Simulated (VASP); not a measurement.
# Ti (Fm-3m) in VASP: further runs

The runs below take Ti through single point, with PBE.

All numbers are computed with VASP 6.6.1; they aren't measurements. Logs are shortened: lines on timing, memory, paths and dates and some standing lists are left out, and cuts for length are marked.

**1. The cell of the first run**

Symmetry: Fm-3m, No. 225, cubic system. Conventional cell: a = 4.060 Å, b = 4.060 Å, c = 4.060 Å, α = 90.00°, β = 90.00°, γ = 90.00°. Ti (site symmetry m-3m) has 12 Ti at 2.87 Å within 3.8 Å.

This isn't the form of Ti at room conditions, which is hcp.

**2. Single point, PBE**

INCAR reads:

```
SYSTEM = Ti
  PREC = Accurate
  ENCUT = 500
  EDIFF = 1E-6
  ISMEAR = 1
  SIGMA = 0.02
  LREAL = .FALSE.
  LASPH = .TRUE.
  NELM = 120
  ALGO = Normal
  ISIF = 2
  LWAVE = .FALSE.
  LCHARG = .TRUE.
  GGA = PE
  LELF = .TRUE.
  LVHAR = .TRUE.
  NBANDS = 12
  GGA_COMPAT = .FALSE.
```

KPOINTS reads:

```
regular mesh
0
G
  10 10 10
  0 0 0
```

POSCAR reads:

```
Ti
1.0
    0.0000000000      2.0300000000      2.0300000000
    2.0300000000      0.0000000000      2.0300000000
    2.0300000000      2.0300000000      0.0000000000
Ti
1
Direct
    0.0000000000      0.0000000000      0.0000000000
```

Potentials or basis: VASP PAW PBE potentials, release 64 (Ti_sv).

On the command line:

```sh
$ cat potpaw_PBE.64/Ti_sv/POTCAR > POTCAR
$ mpirun -np 1 vasp_std > vasp.out
```

OUTCAR:

```text
SYSTEM = Ti
   PREC = Accurate
   ENCUT = 500
   EDIFF = 1E-6
   ISMEAR = 1
   LREAL = .FALSE.
   LASPH = .TRUE.
   NELM = 120
   ISIF = 2
   GGA = PE

 ion  position               nearest neighbor table
   1  0.000  0.000  0.000-

  LATTYP: Found a face centered cubic cell.
 ALAT       =     4.0600000000

  Lattice vectors:

 A1 = (   0.0000000000,   2.0300000000,   2.0300000000)
 A2 = (   2.0300000000,   0.0000000000,   2.0300000000)
 A3 = (   2.0300000000,   2.0300000000,   0.0000000000)

Analysis of symmetry for initial positions (statically):
=====================================================================
 Subroutine PRICEL returns:
 Original cell was already a primitive cell.

 Routine SETGRP: Setting up the symmetry group for a
 face centered cubic supercell.

 Subroutine GETGRP returns: Found 48 space group operations
 (whereof 48 operations were pure point group operations)
 out of a pool of 48 trial point group operations.

The static configuration has the point symmetry O_h .

Analysis of symmetry for dynamics (positions and initial velocities):
=====================================================================
 Subroutine PRICEL returns:
 Original cell was already a primitive cell.

 Routine SETGRP: Setting up the symmetry group for a
 face centered cubic supercell.

 Subroutine GETGRP returns: Found 48 space group operations
 (whereof 48 operations were pure point group operations)
 out of a pool of 48 trial point group operations.

The dynamic configuration has the point symmetry O_h .

 Subroutine INISYM returns: Found 48 space group operations
 (whereof 48 operations are pure point group operations),
 and found     1 'primitive' translations

----------------------------------------------------------------------------------------

                                     Primitive cell

  volume of cell :      16.7309

  direct lattice vectors                    reciprocal lattice vectors
     0.000000000  2.030000000  2.030000000    -0.246305419  0.246305419  0.246305419
     2.030000000  0.000000000  2.030000000     0.246305419 -0.246305419  0.246305419
     2.030000000  2.030000000  0.000000000     0.246305419  0.246305419 -0.246305419

  length of vectors
     2.870853532  2.870853532  2.870853532     0.426613499  0.426613499  0.426613499

  position of ions in fractional coordinates (direct lattice)
     0.000000000  0.000000000  0.000000000

  ion indices of the primitive-cell ions
   primitive index   ion index
                 1           1

----------------------------------------------------------------------------------------

 KPOINTS: regular mesh

Automatic generation of k-mesh.
 Grid dimensions read from file:
 generate k-points for:   10   10   10

 Generating k-lattice:

  Cartesian coordinates                     Fractional coordinates (reciprocal lattice)
    -0.024630542  0.024630542  0.024630542     0.100000000  0.000000000  0.000000000
     0.024630542 -0.024630542  0.024630542     0.000000000  0.100000000  0.000000000
     0.024630542  0.024630542 -0.024630542     0.000000000  0.000000000  0.100000000

  Length of vectors
     0.042661350  0.042661350  0.042661350

  Shift w.r.t. Gamma in fractional coordinates (k-lattice)
     0.000000000  0.000000000  0.000000000

 Subroutine IBZKPT returns following result:
 ===========================================

 Found     47 irreducible k-points:

 Following reciprocal coordinates:
            Coordinates               Weight
  0.000000  0.000000  0.000000      1.000000
  0.100000  0.000000  0.000000      8.000000
  0.200000  0.000000  0.000000      8.000000
  0.300000  0.000000  0.000000      8.000000
  0.400000  0.000000  0.000000      8.000000
  0.500000  0.000000  0.000000      4.000000
[... 16 lines left out ...]
  0.300000  0.300000  0.000000      6.000000
  0.400000  0.300000  0.000000     24.000000
 [... further k-points ...]
   k-points           NKPTS =     47   k-points in BZ     NKDIM =     47   number of bands    NBANDS=     12
   number of dos      NEDOS =    301   number of ions     NIONS =      1
   total plane-waves  NPLWV =  13824
   dimension x,y,z NGX =    24 NGY =   24 NGZ =   24
   dimension x,y,z NGXF=    48 NGYF=   48 NGZF=   48
   ions per type =               1
   NGX,Y,Z   is equivalent  to a cutoff of  13.90, 13.90, 13.90 a.u.
   NGXF,Y,Z  is equivalent  to a cutoff of  27.80, 27.80, 27.80 a.u.
 SYSTEM =  Ti
   PREC   = accura    normal or accurate (medium, high low for compatibility)
   ISTART =      0    job   : 0-new  1-cont  2-samecut
   ICHARG =      2    charge: 1-file 2-atom 10-const
   ISPIN  =      1    spin polarized calculation?
   LNONCOLLINEAR =      F non collinear calculations
   LSORBIT =      F    spin-orbit coupling
   LASPH  =      T    aspherical Exc in radial PAW
   ENCUT  =  500.0 eV  36.75 Ry    6.06 a.u.   5.23  5.23  5.23*2*pi/ulx,y,z
   NELM   =    120;   NELMIN=  2; NELMDL= -5     # of ELM steps
   EDIFF  = 0.1E-05   stopping-criterion for ELM
   LREAL  =      F    real-space projection
   EDIFFG = 0.1E-04   stopping-criterion for IOM
   NSW    =      0    number of steps for IOM
   IBRION =     -1    ionic relax: 0-MD 1-quasi-New 2-CG
   NFREE  =      0    steps in history (QN), initial steepest desc. (CG)
   ISIF   =      2    stress and relaxation
   ISYM   =      2    0-nonsym 1-usesym 2-fastsym
   POTIM  = 0.5000    time-step for ionic-motion
   TEBEG  =    0.0;   TEEND  =   0.0 temperature during run
   PSTRESS=    0.0 pullay stress
   NELECT =      12.0000    total number of electrons
   NUPDOWN=      -1.0000    fix difference up-down
   EMIN   =  10.00;   EMAX   =-10.00  energy-range for DOS
   EFERMI =   0.00;   METHOD = LEGACY
   ISMEAR =     1;   SIGMA  =   0.02  broadening in eV -4-tet -1-fermi 0-gaus
   EFERMI_NEDOS =   21; number of points for ismear=-14 and -15
   IALGO  =     38    algorithm
   IMIX   =      4    mixing-type and parameters
     AMIX     =   0.40;   BMIX     =  1.00
     AMIX_MAG =   1.60;   BMIX_MAG =  1.00
  volume/ion in A,a.u.               =      16.73       112.91
  Fermi-wavevector in a.u.,A,eV,Ry     =   1.465421  2.769245 29.217967  2.147460
  Thomas-Fermi vector in A             =   2.581280
   LORBIT       =      0    0 simple, 1 ext, 2 COOP (PROOUT), +10 PAW based schemes
   GGA     = PE    functional components
   LHFCALC =     F    Hartree Fock is set to
   AEXX    =    0.0000 exact exchange contribution
   IVDW    =     0    specifies the selected vdW correction
   LEPSILON=     F    determine dielectric tensor
   LRPA    =     F    only Hartree local field effects (RPA)
 non-spin polarized calculation
 Methfessel and Paxton  Order N= 1 SIGMA  =   0.02
  energy-cutoff  :      500.00
  volume of cell :       16.73
 maximum number of plane-waves:       444
 NGX is ok and might be reduce to    24
   NGX = 11   NGY = 11   NGZ = 11

 number of electron      12.0000002 magnetization

 Free energy of the ion-electron system (eV)
  ---------------------------------------------------
  ext. energy  EPLUGINS =         0.00000000
  ---------------------------------------------------
  free energy    TOTEN  =        -7.77180219 eV

  energy without entropy =       -7.77165131  energy(sigma->0) =       -7.77175190

 E-fermi :   8.6272     XC(G=0): -11.6728

 val. band max:        8.6167508343   @ k =   0.3000   0.0000   0.0000
 cond. band min:       8.6272881697   @ k =  -0.2000   0.1000   0.0000
 fundamental gap:      0.0105373354
 Fermi energy:         8.6272261699

 k-point     1 :       0.0000    0.0000    0.0000
  band No.  band energies     occupation
      1     -48.0030      2.00000
      2     -23.8175      2.00000
      3     -23.8175      2.00000
      4     -23.8175      2.00000
      5       2.4387      2.00000
      6       9.5353      0.00000
      7       9.5353      0.00000
      8       9.5353      0.00000
      9      11.2536      0.00000
     10      11.2536      0.00000
     11      24.0815      0.00000
     12      28.7367      0.00000

 k-point     2 :       0.1000    0.0000    0.0000
  band No.  band energies     occupation
      1     -47.9896      2.00000
      2     -23.8923      2.00000
      3     -23.8268      2.00000
      4     -23.8268      2.00000
      5       2.7707      2.00000
      6       9.3334      0.00000
      7       9.6502      0.00000
      8       9.6502      0.00000
      9      11.1825      0.00000
     10      11.1825      0.00000
     11      24.3307      0.00000
     12      26.6960      0.00000

 k-point     3 :       0.2000    0.0000    0.0000
  band No.  band energies     occupation
      1     -47.9544      2.00000
      2     -24.0853      2.00000
      3     -23.8510      2.00000
      4     -23.8510      2.00000
      5       3.6843      2.00000
      6       8.8958     -0.00000
      7       9.8200      0.00000
      8       9.8200      0.00000
      9      11.1744      0.00000
     10      11.1744      0.00000
     11      23.3021      0.00000
     12      25.1130      0.00000
[... 286 lines left out ...]
 k-point    23 :       0.3000    0.3000    0.0000
  band No.  band energies     occupation
      1     -47.8801      2.00000
      2     -24.2924      2.00000
      3     -23.9910      2.00000
      4     -23.9910      2.00000
      5       5.4328      2.00000
      6       7.6160      2.00000
      7       9.7564      0.00000
      8      11.2175      0.00000
      9      11.2175      0.00000
     10      11.9644      0.00000
     11      23.5480      0.00000
     12      23.7545      0.00000

 k-point    24 :       0.4000    0.3000    0.0000
  band No.  band energies     occupation
      1     -47.8519      2.00000
      2     -24.3900      2.00000
      3     -24.0446      2.00000
      4     -24.0204      2.00000
      5       5.9935      2.00000
      6       7.3686      2.00000
      7       9.6580      0.00000
      8      11.3642      0.00000
      9      12.1949      0.00000
     10      12.3182      0.00000
     11      21.2836      0.00000
     12      22.4927      0.00000

 [... further k-points ...]

------------------------ aborting loop because EDIFF is reached ----------------------------------------

  FORCE on cell =-STRESS in cart. coord.  units (eV):
  Direction    XX          YY          ZZ          XY          YZ          ZX
  --------------------------------------------------------------------------------------
  -------------------------------------------------------------------------------------
  Total        0.3924530      0.3924530      0.3924530     -0.0000000     -0.0000000      0.0000000
  in kB       37.5820204     37.5820204     37.5820204     -0.0000000     -0.0000000      0.0000000
  external PRESSURE =      37.5820204 kB  Pullay stress =       0.0000000 kB

 VOLUME and BASIS-vectors are now :
 -----------------------------------------------------------------------------
  energy-cutoff  :      500.00
  volume of cell :       16.73
      direct lattice vectors                 reciprocal lattice vectors
     0.000000000  2.030000000  2.030000000    -0.246305419  0.246305419  0.246305419
     2.030000000  0.000000000  2.030000000     0.246305419 -0.246305419  0.246305419
     2.030000000  2.030000000  0.000000000     0.246305419  0.246305419 -0.246305419

 POSITION                                       TOTAL-FORCE (eV/Angst)
 -----------------------------------------------------------------------------------
      0.00000      0.00000      0.00000        -0.000000      0.000000      0.000000
 -----------------------------------------------------------------------------------
    total drift:                                0.000000      0.000000     -0.000000

  FREE ENERGIE OF THE ION-ELECTRON SYSTEM (eV)
  ---------------------------------------------------
  free  energy   TOTEN  =        -7.7718021902 eV

  energy  without entropy=       -7.7716513087  energy(sigma->0) =       -7.77175190
```

Run time: 7.6 s. Hardware: 1 thread of Intel Xeon Platinum 8375C at 2.90GHz (Ice Lake), shared host; peak memory 0.14 GiB.

What came out:

| Property | Result |
| --- | --- |
| Free energy | -7.7718 eV |
| Pressure | 3.8 GPa |
| Band gap on the k mesh | zero (bands 6 and 7 overlap by 1.17 eV) |

Levels at points of the mesh, in eV from the Fermi level:
```
           k point  band 2  band 3  band 4  band 5  band 6  band 7  band 8  band 9  band 10  band 11
(0.00, 0.00, 0.00)  -32.44  -32.44  -32.44   -6.19    0.91    0.91    0.91    2.63     2.63    15.45
(0.50, 0.00, 0.00)  -33.20  -32.54  -32.54   -2.67    0.72    0.78    0.78    3.75     3.75     8.57
(0.50, 0.50, 0.00)  -33.15  -32.71  -32.71   -2.70   -1.80    3.01    3.75    4.04     4.04    10.99
```

Caveat: the cell stands under pressure.

**3. Single point, PBE**

This run uses another cell than the first one, of 17.07 Å³/atom.

INCAR reads:

```
SYSTEM = Ti
PREC = Accurate
ENCUT = 500
EDIFF = 1E-6
ISMEAR = 1
SIGMA = 0.02
LREAL = .False.
LASPH = .True.
NELM = 120
ALGO = Normal
ISIF = 2
LWAVE = .False.
LCHARG = .False.
GGA = PE
NBANDS = 12
GGA_COMPAT = .False.
```

KPOINTS reads:

```
Automatic mesh
0
Gamma
  10 10 10
  0 0 0
```

POSCAR reads:

```
Ti
1.0
    0.0000000000      2.0434441004      2.0434441004
    2.0434441004      0.0000000000      2.0434441004
    2.0434441004      2.0434441004      0.0000000000
Ti
1
Direct
    0.0000000000      0.0000000000      0.0000000000
```

Potentials or basis: VASP PAW PBE potentials, release 64 (Ti_sv).

On the command line:

```sh
$ cat potpaw_PBE.64/Ti_sv/POTCAR > POTCAR
$ mpirun -np 1 vasp_std > vasp.out
```

OUTCAR:

```text
SYSTEM = Ti
   PREC = Accurate
   ENCUT = 500
   EDIFF = 1E-6
   ISMEAR = 1
   LREAL = .False.
   LASPH = .True.
   NELM = 120
   ISIF = 2
   GGA = PE

 ion  position               nearest neighbor table
   1  0.000  0.000  0.000-

  LATTYP: Found a face centered cubic cell.
 ALAT       =     4.0868882008

  Lattice vectors:

 A1 = (   0.0000000000,   2.0434441004,   2.0434441004)
 A2 = (   2.0434441004,   0.0000000000,   2.0434441004)
 A3 = (   2.0434441004,   2.0434441004,   0.0000000000)

Analysis of symmetry for initial positions (statically):
=====================================================================
 Subroutine PRICEL returns:
 Original cell was already a primitive cell.

 Routine SETGRP: Setting up the symmetry group for a
 face centered cubic supercell.

 Subroutine GETGRP returns: Found 48 space group operations
 (whereof 48 operations were pure point group operations)
 out of a pool of 48 trial point group operations.

The static configuration has the point symmetry O_h .

Analysis of symmetry for dynamics (positions and initial velocities):
[... 170 lines left out ...]
      4     -24.0859      2.00000
      5       2.2704      2.00000
      6       9.3112      0.00000
      7       9.3112      0.00000
      8       9.3112      0.00000
      9      10.9844      0.00000
     10      10.9844      0.00000
     11      23.7561      0.00000
     12      28.3129      0.00000
[... 331 lines left out ...]
 k-point    24 :       0.4000    0.3000    0.0000
  band No.  band energies     occupation
      1     -48.1068      2.00000
      2     -24.6230      2.00000
      3     -24.2994      2.00000
      4     -24.2767      2.00000
      5       5.8145      2.00000
      6       7.1979      2.00000
      7       9.4095      0.00000
      8      11.0921      0.00000
      9      11.8961      0.00000
     10      12.0194      0.00000
     11      20.8546      0.00000
     12      22.0475      0.00000

 [... further k-points ...]

------------------------ aborting loop because EDIFF is reached ----------------------------------------

  FORCE on cell =-STRESS in cart. coord.  units (eV):
  Direction    XX          YY          ZZ          XY          YZ          ZX
  --------------------------------------------------------------------------------------
  -------------------------------------------------------------------------------------
  Total        0.1425196      0.1425196      0.1425196      0.0000000      0.0000000      0.0000000
  in kB       13.3803280     13.3803280     13.3803280      0.0000000      0.0000000      0.0000000
  external PRESSURE =      13.3803280 kB  Pullay stress =       0.0000000 kB

 VOLUME and BASIS-vectors are now :
 -----------------------------------------------------------------------------
  energy-cutoff  :      500.00
  volume of cell :       17.07
      direct lattice vectors                 reciprocal lattice vectors
     0.000000000  2.043444100  2.043444100    -0.244684941  0.244684941  0.244684941
     2.043444100  0.000000000  2.043444100     0.244684941 -0.244684941  0.244684941
     2.043444100  2.043444100  0.000000000     0.244684941  0.244684941 -0.244684941

 POSITION                                       TOTAL-FORCE (eV/Angst)
 -----------------------------------------------------------------------------------
      0.00000      0.00000      0.00000         0.000000      0.000000      0.000000
 -----------------------------------------------------------------------------------
    total drift:                               -0.000000      0.000000     -0.000000

  FREE ENERGIE OF THE ION-ELECTRON SYSTEM (eV)
  ---------------------------------------------------
  free  energy   TOTEN  =        -7.7772580930 eV

  energy  without entropy=       -7.7771421104  energy(sigma->0) =       -7.77721943
```

stdout:

```text
POSCAR found type information on POSCAR Ti
 POSCAR found :  1 types and       1 ions
 scaLAPACK will be used
 LDA part: xc-table for (Slater+PW92), standard interpolation
 POSCAR, INCAR and KPOINTS ok, starting setup
 FFT: planning ... GRIDC
 FFT: planning ... GRID_SOFT
 FFT: planning ... GRID
 WAVECAR not read
 entering main loop
```

Run time: 8.9 s. Hardware: 1 thread of Intel Xeon Platinum 8375C at 2.90GHz (Ice Lake), shared host; peak memory 0.14 GiB.

What came out:

| Quantity | Value |
| --- | --- |
| Free energy | -7.7773 eV |
| Pressure | 1.3 GPa |
| Band gap on the k mesh | zero (bands 6 and 7 overlap by 1.16 eV) |
